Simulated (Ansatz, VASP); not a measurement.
One calculation of Ga, two programs

File INCAR:

```
PREC = Accurate
ENCUT = 500
EDIFF = 1E-6
ISMEAR = 0
SIGMA = 0.05
LREAL = False
LASPH = True
NELM = 120
ALGO = Normal
ISIF = 2
LWAVE = False
LCHARG = False
GGA = PE
NBANDS = 12
GGA_COMPAT = False
```

The input KPOINTS:

```
regular mesh
0
Gamma
  8 8 8
```

The input POSCAR:

```
Ga
1.0
    0.0000000000      2.1191494538      2.1191494538
    2.1191494538      0.0000000000      2.1191494538
    2.1191494538      2.1191494538      0.0000000000
Ga
1
Direct
    0.0000000000      0.0000000000      0.0000000000
```

Input for Ansatz:

```yaml
crystal:
  lattice:
    - [0.0, 2.1191494538, 2.1191494538]
    - [2.1191494538, 0.0, 2.1191494538]
    - [2.1191494538, 2.1191494538, 0.0]
  atoms:
    - { symbol: Ga, position: [0.0, 0.0, 0.0] }
basis:
  ecutwfc: 600
  ecutrho_ratio: 5
kpoints:
  mp_grid: { grid: [8, 8, 8] }
hamiltonian:
  xc: pbe
scf:
  occupations: { method: gaussian, width: 0.05 }
output:
  forces: true
  stress: true
  eigenvalues: true
```

Alike in both runs: task single point; functional PBE; k mesh 8 × 8 × 8; occupations gaussian, width 0.05 eV; no spin polarisation.

|  | VASP | Ansatz |
| --- | --- | --- |
| version | VASP 6.6.1 | Ansatz 0.2.0 |
| potentials or method | VASP PAW PBE potentials, release 64 (Ga_d), cutoff 500 eV | scalar-relativistic, plane waves, PAW |
| valence electrons in the cell | 13 | 13 |

|  | VASP | Ansatz | Ansatz less VASP |
| --- | --- | --- | --- |
| gap on the k mesh at the Fermi level (eV) | none | none | - |
| pressure (GPa) | 0.0 | 0.0 | -0.03 |

A gap of «none» marks a metal or a gap that the smearing closes.
